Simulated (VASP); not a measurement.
**KTaO3: electric field gradients with LDA**

Crystal: KTaO3.

```
K Ta O
1.0
     3.98830    0.00000    0.00000
     0.00000    3.98830    0.00000
     0.00000    0.00000    4.06807
K Ta O
1 1 3
Direct
  0.50000 0.50000 0.50000
  0.00000 0.00000 0.00000
  0.50000 0.00000 0.00000
  0.00000 0.50000 0.00000
  0.00000 0.00000 0.50000
```

This cell differs from its parent crystal: zz strain of +2 %.

* Program: VASP 6.6.1
* Task: electric field gradients
* Functional: LDA
* Potentials or basis: VASP PAW LDA potentials, release 64 (K_sv, Ta_pv, O)
* Cutoff: 520 eV
* k mesh: 5 × 5 × 5
* Occupations: fermi-dirac, width 0.01 eV
* Spin: no spin polarisation
* Dipole correction: no
* Further INCAR settings: ALGO = Normal; EDIFF = 1e-08; NBANDS = 27

```json
{
  "Pressure": "-8.0 GPa",
  "Band gap on the k mesh": "2.07 eV (least direct gap 2.58 eV)",
  "Largest electric field gradient by atom": "K +2.2; Ta +105.3; O +13.6, +25.6 (each value once) V/Å²"
}
```

Stress tensor (GPa, compression positive):
```
 -5.83   0.00   0.00
  0.00  -5.83   0.00
  0.00   0.00 -12.44
```

Levels at points of the mesh, in eV from the valence-band top:
```csv
k point,band 15,band 16,band 17,band 18,band 19,band 20,band 21,band 22,band 23,band 24
"(0.00, 0.00, 0.00)",-0.91,-0.91,-0.54,-0.51,-0.51,2.07,2.07,2.10,6.20,6.60
```

Electric field gradients, principal values (V/Å²):
| atom | least | middle | greatest (by size) |
| --- | --- | --- | --- |
| 1 K | -1.095 | -1.095 | 2.190 |
| 2 Ta | -52.634 | -52.634 | 105.268 |
| 3 O | -4.152 | -9.465 | 13.617 |
| 4 O | -4.152 | -9.465 | 13.617 |
| 5 O | -12.815 | -12.815 | 25.629 |

It took 56 s on 1 thread of Intel Xeon 8259CL, with other jobs on the host, peak memory 0.17 GiB.

Caveat: the cell differs from its parent crystal (zz strain of +2 %); the cell stands under tension; without QUAD_EFG the Cq values of the log hold for a quadrupole moment of 1 mb, not for the nuclei; spin-orbit coupling is left out, which moves the levels of the heavy elements; an odd mesh through Γ misses points on the zone boundary, where band edges can lie.
